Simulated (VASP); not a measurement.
# GeSb4Te7 (P-3m1) in VASP: notebook, part 2 of 2

VASP 6.6.1. Earlier steps stand in the parts before.

## 3. Single point, PBEsol (equal strain along all axes, cell held: -2.0 %, then relaxed in part)

INCAR

```
SYSTEM = GeSb4Te7
ALGO = Fast
EDIFF = 1E-6
ENCUT = 520
GGA = PS
ISIF = 2
ISMEAR = 0
LASPH = .TRUE.
LCHARG = .FALSE.
LREAL = .FALSE.
LWAVE = .FALSE.
NBANDS = 50
NELM = 100
PREC = Accurate
SIGMA = 0.1
```

KPOINTS

```
k-points
0
G
  12 12 2
  0 0 0
```

POSCAR

```
GeSb4Te7
1.0
    4.1695477381      0.0000000000      0.0000000000
   -2.0847738691      3.6109342635      0.0000000000
    0.0000000000      0.0000000000     22.9002692898
Ge Sb Te
1 4 7
Direct
    0.0000000000      0.0000000000      0.5000000000
    0.6666666667      0.3333333333      0.9148546730
    0.3333333333      0.6666666667      0.3428699536
    0.3333333333      0.6666666667      0.0851453270
    0.6666666667      0.3333333333      0.6571300464
    0.3333333333      0.6666666667      0.8392563065
    0.6666666667      0.3333333333      0.1607436935
    0.0000000000      0.0000000000      0.7325338544
    0.6666666667      0.3333333333      0.4287033240
    0.3333333333      0.6666666667      0.5712966760
    0.0000000000      0.0000000000      0.0000000000
    0.0000000000      0.0000000000      0.2674661456
```

Potentials or basis: VASP PAW PBE potentials, release 64 (Ge_d, Sb, Te).

The run is started by

```sh
> cat potpaw_PBE.64/Ge_d/POTCAR potpaw_PBE.64/Sb/POTCAR potpaw_PBE.64/Te/POTCAR > POTCAR
> mpirun -np 1 vasp_std > vasp.out
```

OUTCAR:

```text
SYSTEM = GeSb4Te7
   EDIFF = 1E-6
   ENCUT = 520
   GGA = PS
   ISIF = 2
   ISMEAR = 0
   LASPH = .TRUE.
   LREAL = .FALSE.
   NELM = 100
   PREC = Accurate

 ion  position               nearest neighbor table
   1  0.000  0.000  0.500-   9 2.91  10 2.91   9 2.91  10 2.91   9 2.91  10 2.91
   2  0.667  0.333  0.915-   6 2.97   6 2.97   6 2.97  11 3.10  11 3.10  11 3.10
   3  0.333  0.667  0.343-  12 2.96  12 2.96  12 2.96   9 3.11   9 3.11   9 3.11
   4  0.333  0.667  0.085-   7 2.97   7 2.97   7 2.97  11 3.10  11 3.10  11 3.10
   5  0.667  0.333  0.657-   8 2.96   8 2.96   8 2.96  10 3.11  10 3.11  10 3.11
   6  0.333  0.667  0.839-   2 2.97   2 2.97   2 2.97   8 3.43   8 3.43   8 3.43
   7  0.667  0.333  0.161-   4 2.97   4 2.97   4 2.97  12 3.43  12 3.43  12 3.43
   8  0.000  0.000  0.733-   5 2.96   5 2.96   5 2.96   6 3.43   6 3.43   6 3.43
   9  0.667  0.333  0.429-   1 2.91   1 2.91   1 2.91   3 3.11   3 3.11   3 3.11
  10  0.333  0.667  0.571-   1 2.91   1 2.91   1 2.91   5 3.11   5 3.11   5 3.11
  11  0.000  0.000  0.000-   2 3.10   4 3.10   2 3.10   4 3.10   2 3.10   4 3.10
  12  0.000  0.000  0.267-   3 2.96   3 2.96   3 2.96   7 3.43   7 3.43   7 3.43

  LATTYP: Found a hexagonal cell.
 ALAT       =     4.1695477381
 C/A-ratio  =     5.4922669623
[... 1485 lines left out ...]

  FORCE on cell =-STRESS in cart. coord.  units (eV):
  Direction    XX          YY          ZZ          XY          YZ          ZX
  --------------------------------------------------------------------------------------
  -------------------------------------------------------------------------------------
  Total        6.9195256      6.9195256      6.3259731     -0.0000000      0.0000000      0.0000000
  in kB       32.1542055     32.1542055     29.3960381     -0.0000000      0.0000000      0.0000000
  external PRESSURE =      31.2348163 kB  Pullay stress =       0.0000000 kB

 VOLUME and BASIS-vectors are now :
 -----------------------------------------------------------------------------
  energy-cutoff  :      520.00
  volume of cell :      344.79
      direct lattice vectors                 reciprocal lattice vectors
     4.169547738  0.000000000  0.000000000     0.239834165  0.138468320  0.000000000
    -2.084773869  3.610934263  0.000000000     0.000000000  0.276936639  0.000000000
     0.000000000  0.000000000 22.900269290     0.000000000  0.000000000  0.043667609

 POSITION                                       TOTAL-FORCE (eV/Angst)
 -----------------------------------------------------------------------------------
      0.00000      0.00000     11.45013         0.000000      0.000000      0.000000
      2.08477      1.20364     20.95042        -0.000000     -0.000000      0.032338
     -0.00000      2.40729      7.85181        -0.000000     -0.000000      0.032570
     -0.00000      2.40729      1.94985         0.000000      0.000000     -0.032338
      2.08477      1.20364     15.04846         0.000000      0.000000     -0.032570
     -0.00000      2.40729     19.21920         0.000000      0.000000     -0.040349
      2.08477      1.20364      3.68107        -0.000000      0.000000      0.040349
      0.00000      0.00000     16.77522         0.000000      0.000000      0.040665
      2.08477      1.20364      9.81742         0.000000      0.000000     -0.003617
     -0.00000      2.40729     13.08285        -0.000000      0.000000      0.003617
      0.00000      0.00000      0.00000         0.000000      0.000000      0.000000
      0.00000      0.00000      6.12505        -0.000000      0.000000     -0.040665
 -----------------------------------------------------------------------------------
    total drift:                                0.000000      0.000000      0.000000

  FREE ENERGIE OF THE ION-ELECTRON SYSTEM (eV)
  ---------------------------------------------------
  free  energy   TOTEN  =       -49.0884295739 eV

  energy  without entropy=      -49.0869557273  energy(sigma->0) =      -49.08769265
```

OSZICAR:

```text
N       E                     dE             d eps       ncg     rms          rms(c)
DAV:   1     0.577786418906E+03    0.57779E+03   -0.27463E+04  4334   0.158E+03
DAV:   2     0.401260201031E+02   -0.53766E+03   -0.51335E+03  4282   0.363E+02
DAV:   3    -0.437248440211E+02   -0.83851E+02   -0.79793E+02  4538   0.120E+02
DAV:   4    -0.491279968136E+02   -0.54032E+01   -0.52836E+01  4640   0.351E+01
DAV:   5    -0.493382129869E+02   -0.21022E+00   -0.20908E+00  5364   0.678E+00    0.169E+01
RMM:   6    -0.491387596973E+02    0.19945E+00   -0.39885E-01  5296   0.177E+00    0.103E+01
RMM:   7    -0.500148693278E+02   -0.87611E+00   -0.77693E-01  5145   0.213E+00    0.510E+00
RMM:   8    -0.490965719546E+02    0.91830E+00   -0.36457E-01  5098   0.141E+00    0.617E-01
RMM:   9    -0.490871810870E+02    0.93909E-02   -0.45884E-02  5496   0.663E-01    0.277E-01
RMM:  10    -0.490883275995E+02   -0.11465E-02   -0.12668E-02  6026   0.285E-01    0.136E-01
RMM:  11    -0.490884411912E+02   -0.11359E-03   -0.14649E-03  6152   0.127E-01    0.793E-02
RMM:  12    -0.490884360054E+02    0.51858E-05   -0.37804E-04  6532   0.573E-02    0.381E-02
RMM:  13    -0.490884326737E+02    0.33317E-05   -0.70709E-05  5582   0.230E-02    0.148E-02
RMM:  14    -0.490884306236E+02    0.20501E-05   -0.15175E-05  4973   0.124E-02    0.606E-03
RMM:  15    -0.490884294364E+02    0.11872E-05   -0.41622E-06  4395   0.653E-03    0.276E-03
RMM:  16    -0.490884295739E+02   -0.13750E-06   -0.86300E-07  3157   0.394E-03
   1 F= -.49088430E+02 E0= -.49087693E+02  d E =-.147385E-02
```

Wall time 20 min (1 thread of Oxide Virtual Turin-like, shared host); peak memory 0.78 GiB.

What came out:

- Free energy: -49.0884 eV
- Pressure: 3.1 GPa
- Largest force: 0.041 eV/Å
- Band gap on the k mesh: zero (filled and empty bands touch)

Forces on the atoms (eV/Å):
```
Ge   0.000  0.000  0.000
Sb   0.000  0.000  0.032
Sb   0.000  0.000  0.033
Sb   0.000  0.000 -0.032
Sb   0.000  0.000 -0.033
Te   0.000  0.000 -0.040
Te   0.000  0.000  0.040
Te   0.000  0.000  0.041
Te   0.000  0.000 -0.004
Te   0.000  0.000  0.004
Te   0.000  0.000  0.000
Te   0.000  0.000 -0.041
```

Levels at points of the mesh, in eV from the Fermi level:
| k point | band 34 | band 35 | band 36 | band 37 | band 38 | band 39 | band 40 | band 41 | band 42 | band 43 |
| --- | --- | --- | --- | --- | --- | --- | --- | --- | --- | --- |
| (0.00, 0.00, 0.00) | -1.45 | -1.27 | -1.24 | -0.32 | -0.09 | 0.20 | 0.20 | 0.24 | 0.24 | 0.56 |
| (0.50, 0.00, 0.00) | -2.07 | -1.78 | -1.77 | -1.12 | -1.10 | 0.71 | 0.72 | 0.75 | 0.77 | 0.99 |
| (0.00, 0.00, 0.50) | -1.38 | -1.38 | -1.02 | -0.43 | 0.02 | 0.02 | 0.14 | 0.21 | 0.56 | 0.56 |
| (0.50, 0.00, 0.50) | -2.17 | -1.96 | -1.46 | -1.14 | -0.52 | 0.08 | 0.16 | 0.32 | 1.14 | 1.44 |

Caveat: the cell differs from its parent crystal (equal strain along all axes, cell held: -2.0 %, then relaxed in part); the cell stands under pressure; the PAW data sets were made with another functional, which shifts forces and pressure a little; spin-orbit coupling is left out, which moves the levels of the heavy elements.
